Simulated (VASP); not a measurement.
# LiBe in VASP: further runs, part 2 of 2

VASP 6.6.1.

### 4 Single point, PBE

File INCAR:

```
SYSTEM = LiBe
PREC = Accurate
ENCUT = 750
EDIFF = 1E-6
ISMEAR = 1
SIGMA = 0.1
LREAL = .False.
LASPH = .True.
NELM = 120
ALGO = Normal
ISIF = 2
LWAVE = .False.
LCHARG = .True.
GGA = PE
LELF = .True.
LVHAR = .True.
NBANDS = 13
GGA_COMPAT = .False.
```

File KPOINTS:

```
regular mesh
0
Gamma
  13 8 6
  0 0 0
```

File POSCAR:

```
LiBe
1.0
    2.2959861536      0.0000000000      0.0000000000
    0.0000000000      3.6127729800      0.0000000000
   -0.4017425219      0.0000000000      5.5135259934
Be Li
2 2
Direct
    0.2435819200      0.7500000000      0.4238283600
    0.7564180800      0.2500000000      0.5761716400
    0.2631524400      0.7500000000      0.8451422600
    0.7368475600      0.2500000000      0.1548577400
```

Potentials or basis: VASP PAW PBE potentials, release 64 (Be, Li_sv).

Launch:

```bash
cat potpaw_PBE.64/Be/POTCAR potpaw_PBE.64/Li_sv/POTCAR > POTCAR
mpirun -np 1 vasp_std > vasp.out
```

OUTCAR:

```text
SYSTEM = LiBe
   PREC = Accurate
   ENCUT = 750
   EDIFF = 1E-6
   ISMEAR = 1
   LREAL = .False.
   LASPH = .True.
   NELM = 120
   ISIF = 2
   GGA = PE

 ion  position               nearest neighbor table
   1  0.244  0.750  0.424-   2 2.28   2 2.28   2 2.32   2 2.32   3 2.33
   2  0.756  0.250  0.576-   1 2.28   1 2.28   1 2.32   1 2.32   4 2.33
   3  0.263  0.750  0.845-   1 2.33
   4  0.737  0.250  0.155-   2 2.33

  LATTYP: Found a simple monoclinic cell.
 ALAT       =     2.2959861536
 B/A-ratio  =     1.5735168848
 C/A-ratio  =     2.4077423434
 COS(beta)  =    -0.0726722366

  Lattice vectors:

 A1 = (   2.2959861536,   0.0000000000,   0.0000000000)
 A2 = (   0.0000000000,   3.6127729800,   0.0000000000)
 A3 = (  -0.4017425219,   0.0000000000,   5.5135259934)

Analysis of symmetry for initial positions (statically):
=====================================================================
 Subroutine PRICEL returns:
 Original cell was already a primitive cell.

 Routine SETGRP: Setting up the symmetry group for a
 simple monoclinic supercell.

 Subroutine GETGRP returns: Found  4 space group operations
 (whereof  2 operations were pure point group operations)
 out of a pool of  4 trial point group operations.

The static configuration has the point symmetry S_2 .
 The point group associated with its full space group is C_2h.

Analysis of symmetry for dynamics (positions and initial velocities):
=====================================================================
 Subroutine PRICEL returns:
 Original cell was already a primitive cell.

 Routine SETGRP: Setting up the symmetry group for a
 simple monoclinic supercell.

 Subroutine GETGRP returns: Found  4 space group operations
 (whereof  2 operations were pure point group operations)
 out of a pool of  4 trial point group operations.

The dynamic configuration has the point symmetry S_2 .
 The point group associated with its full space group is C_2h.

 Subroutine INISYM returns: Found  4 space group operations
 (whereof  2 operations are pure point group operations),
 and found     1 'primitive' translations

[... 133 lines left out ...]
 maximum number of plane-waves:      2164
 NGX is ok and might be reduce to    24
   NGX = 11   NGY = 17   NGZ = 25

 number of electron      10.0000003 magnetization

 Free energy of the ion-electron system (eV)
  ---------------------------------------------------
  ext. energy  EPLUGINS =         0.00000000
  ---------------------------------------------------
  free energy    TOTEN  =       -10.69613793 eV

  energy without entropy =      -10.69472421  energy(sigma->0) =      -10.69566669

 E-fermi :   3.1329     XC(G=0):  -8.9341

 val. band max:        3.1266563481   @ k =   0.2308   0.3750   0.3333
 cond. band min:       3.1335333923   @ k =   0.3846   0.3750   0.5000
 fundamental gap:      0.0068770442
 Fermi energy:         3.1328646712

 k-point     1 :       0.0000    0.0000    0.0000
  band No.  band energies     occupation
      1     -42.9878      2.00000
      2     -42.9445      2.00000
      3      -4.3627      2.00000
      4       0.1389      2.00000
      5       1.0045      2.00000
      6       2.4536      2.00000
      7       7.5604      0.00000
      8       8.8428      0.00000
      9       9.1242      0.00000
     10       9.8798      0.00000
     11      13.3800      0.00000
     12      13.7964      0.00000
     13      15.7936      0.00000
[... 354 lines left out ...]
  band No.  band energies     occupation
      1     -42.9494      2.00000
      2     -42.9346      2.00000
      3      -2.6991      2.00000
      4      -0.6125      2.00000
      5       1.4553      2.00000
      6       1.9190      2.00000
      7       5.9868      0.00000
      8       6.3293      0.00000
      9      12.6787      0.00000
     10      13.2237      0.00000
     11      14.3626      0.00000
     12      15.1895      0.00000
     13      15.5552      0.00000

 [... further k-points ...]

------------------------ aborting loop because EDIFF is reached ----------------------------------------

  FORCE on cell =-STRESS in cart. coord.  units (eV):
  Direction    XX          YY          ZZ          XY          YZ          ZX
  --------------------------------------------------------------------------------------
  -------------------------------------------------------------------------------------
  Total       -0.2676436      0.2254921     -0.2011312      0.0000000      0.0000000      0.0317805
  in kB       -9.3762250      7.8995533     -7.0461301      0.0000000      0.0000000      1.1133495
  external PRESSURE =      -2.8409339 kB  Pullay stress =       0.0000000 kB

 VOLUME and BASIS-vectors are now :
 -----------------------------------------------------------------------------
  energy-cutoff  :      750.00
  volume of cell :       45.73
      direct lattice vectors                 reciprocal lattice vectors
     2.295986154  0.000000000  0.000000000     0.435542696  0.000000000  0.031735775
     0.000000000  3.612772980  0.000000000     0.000000000  0.276795693  0.000000000
    -0.401742522  0.000000000  5.513525993     0.000000000  0.000000000  0.181372138

 POSITION                                       TOTAL-FORCE (eV/Angst)
 -----------------------------------------------------------------------------------
      0.38899      2.70958      2.33679         0.000473     -0.000000      0.037599
      1.50525      0.90319      3.17674        -0.000473      0.000000     -0.037599
      0.26466      2.70958      4.65971        -0.004735     -0.000000     -0.031486
      1.62958      0.90319      0.85381         0.004735     -0.000000      0.031486
 -----------------------------------------------------------------------------------
    total drift:                                0.000000      0.000000     -0.000000

  FREE ENERGIE OF THE ION-ELECTRON SYSTEM (eV)
  ---------------------------------------------------
  free  energy   TOTEN  =       -10.6961379250 eV

  energy  without entropy=      -10.6947242132  energy(sigma->0) =      -10.69566669
```

OSZICAR:

```text
N       E                     dE             d eps       ncg     rms          rms(c)
DAV:   1     0.362487749498E+02    0.36249E+02   -0.53674E+03  5200   0.951E+02
DAV:   2    -0.427419691404E+01   -0.40523E+02   -0.38993E+02  6099   0.203E+02
DAV:   3    -0.109187382065E+02   -0.66445E+01   -0.65603E+01 10239   0.505E+01
DAV:   4    -0.110091392611E+02   -0.90401E-01   -0.90331E-01  6540   0.801E+00
DAV:   5    -0.110104561155E+02   -0.13169E-02   -0.13168E-02  8471   0.883E-01    0.173E+00
DAV:   6    -0.107130880692E+02    0.29737E+00   -0.63618E-01  6732   0.237E+00    0.759E-01
DAV:   7    -0.106975138394E+02    0.15574E-01   -0.10986E-01  8032   0.112E+00    0.383E-01
DAV:   8    -0.107082348723E+02   -0.10721E-01   -0.91814E-02  6276   0.940E-01    0.332E-01
DAV:   9    -0.106963068740E+02    0.11928E-01   -0.31836E-02  6351   0.513E-01    0.481E-02
DAV:  10    -0.106962402927E+02    0.66581E-04   -0.53705E-04  7337   0.162E-01    0.317E-02
DAV:  11    -0.106961377010E+02    0.10259E-03   -0.33437E-04  6921   0.546E-02    0.393E-03
DAV:  12    -0.106961379835E+02   -0.28247E-06   -0.11299E-05  7504   0.204E-02    0.249E-03
DAV:  13    -0.106961379250E+02    0.58471E-07   -0.13852E-06  5611   0.588E-03
   1 F= -.10696138E+02 E0= -.10695667E+02  d E =-.141371E-02
```

stdout:

```text
POSCAR found type information on POSCAR BeLi
 POSCAR found :  2 types and       4 ions
 scaLAPACK will be used
 LDA part: xc-table for (Slater+PW92), standard interpolation
 POSCAR, INCAR and KPOINTS ok, starting setup
 FFT: planning ... GRIDC
 FFT: planning ... GRID_SOFT
 FFT: planning ... GRID
 WAVECAR not read
 entering main loop
```

Run time: 2.8 min. Hardware: 1 thread of Intel Xeon Platinum 8488C (Sapphire Rapids), shared host; peak memory 0.3 GiB.

What came out:

| Property | Result |
| --- | --- |
| Free energy | -10.6961 eV |
| Pressure | -0.3 GPa |
| Largest force | 0.038 eV/Å |
| Band gap on the k mesh | zero (bands 5 and 6 overlap by 5.42 eV) |

Forces in eV/Å, atoms in the order of the input:
```
Be   0.000  0.000  0.038
Be   0.000  0.000 -0.038
Li  -0.005  0.000 -0.031
Li   0.005  0.000  0.031
```

Levels at points of the mesh, in eV from the Fermi level:
| k point | band 1 | band 2 | band 3 | band 4 | band 5 | band 6 | band 7 | band 8 | band 9 | band 10 |
| --- | --- | --- | --- | --- | --- | --- | --- | --- | --- | --- |
| (0.00, 0.00, 0.00) | -46.12 | -46.08 | -7.50 | -2.99 | -2.13 | -0.68 | 4.43 | 5.71 | 5.99 | 6.75 |
| (0.00, 0.50, 0.00) | -46.10 | -46.10 | -5.41 | -5.41 | -1.97 | -1.97 | 2.38 | 2.38 | 10.92 | 10.92 |
| (0.00, 0.00, 0.50) | -46.12 | -46.08 | -7.39 | -4.29 | -0.47 | 1.03 | 2.35 | 3.43 | 5.18 | 9.65 |
| (0.00, 0.50, 0.50) | -46.10 | -46.10 | -5.33 | -5.33 | -2.40 | -2.40 | 4.08 | 4.08 | 7.24 | 7.24 |

### 5 Single point, PBE

File INCAR:

```
SYSTEM = LiBe
  ALGO = Normal
  EDIFF = 1E-6
  ENCUT = 750
  GGA = PE
  GGA_COMPAT = .False.
  ISIF = 2
  ISMEAR = 0
  LASPH = .True.
  LCHARG = .False.
  LREAL = .False.
  LWAVE = .False.
  NBANDS = 13
  NELM = 120
  PREC = Accurate
  SIGMA = 0.05
```

File KPOINTS:

```
k-points
0
Gamma
  13 8 6
  0 0 0
```

File POSCAR:

```
LiBe
1.0
    2.2959861536      0.0000000000      0.0000000000
    0.0000000000      3.6127729800      0.0000000000
   -0.4017425219      0.0000000000      5.5135259934
Be Li
2 2
Direct
    0.2689720000      0.7578760000      0.4242710000
    0.7681370000      0.2360690000      0.5659350000
    0.2778440000      0.7688110000      0.8468290000
    0.7391970000      0.2588130000      0.1610870000
```

Launch:

```bash
cat potpaw_PBE.64/Be/POTCAR potpaw_PBE.64/Li_sv/POTCAR > POTCAR
mpirun -np 1 vasp_std > vasp.out
```

Wall time 4.1 min (1 thread of Intel Xeon Platinum 8488C (Sapphire Rapids), shared host); peak memory 0.38 GiB.

Results (log left out):

| Quantity | Value |
| --- | --- |
| Free energy | -10.6617 eV |
| Pressure | 0.4 GPa |
| Largest force | 0.577 eV/Å |
| Band gap on the k mesh | zero (bands 5 and 6 overlap by 5.15 eV) |

Forces on the atoms (eV/Å):
```
Be  -0.129 -0.318 -0.002
Be   0.110  0.509  0.249
Li  -0.020 -0.230 -0.086
Li   0.039  0.039 -0.161
```

Stress tensor (GPa, compression positive):
```
-0.77  0.17  0.15
 0.17  0.94  0.18
 0.15  0.18  1.08
```

Levels at points of the mesh, in eV from the Fermi level:
```csv
k point,band 3,band 4,band 5,band 6,band 7,band 8
"(0.00, 0.00, 0.00)",-7.51,-2.99,-2.11,-0.74,4.33,5.74
"(0.00, 0.50, 0.00)",-5.55,-5.33,-1.98,-1.87,2.25,2.44
"(0.00, 0.00, 0.50)",-7.41,-4.26,-0.55,0.91,2.53,3.54
"(0.00, 0.50, 0.50)",-5.48,-5.24,-2.40,-2.30,3.78,4.17
```

### 6 The runs side by side

| level | potentials or basis | cell | k mesh | smearing | gap on the mesh (eV) | pressure (GPa) | largest force (eV/Å) |
| --- | --- | --- | --- | --- | --- | --- | --- |
| PBE | VASP PAW PBE potentials, release 64 (Be, Li_sv) | as given, atomic positions A | 10 × 7 × 5 | gaussian 0.05 eV | none | 0.4 | 0.59 |
| LDA | VASP PAW LDA potentials, release 64 (Be, Li_sv) | as given, atomic positions B | 13 × 8 × 6 | gaussian 0.1 eV | none | -3.1 | 0.10 |
| PBE | VASP PAW PBE potentials, release 64 (Be, Li_sv) | as given, atomic positions B | 13 × 8 × 6 | methfessel-paxton 0.1 eV | none | -0.3 | 0.04 |
| PBE | VASP PAW PBE potentials, release 64 (Be, Li_sv) | as given, atomic positions A | 13 × 8 × 6 | gaussian 0.05 eV | none | 0.4 | 0.58 |

Alike in all rows: task single point; no spin polarisation; cutoff (eV) 750.

Caveats: the cell stands under tension (at least some runs).

Total energies depend on the potentials used, so only differences within one code and one set of settings carry meaning.
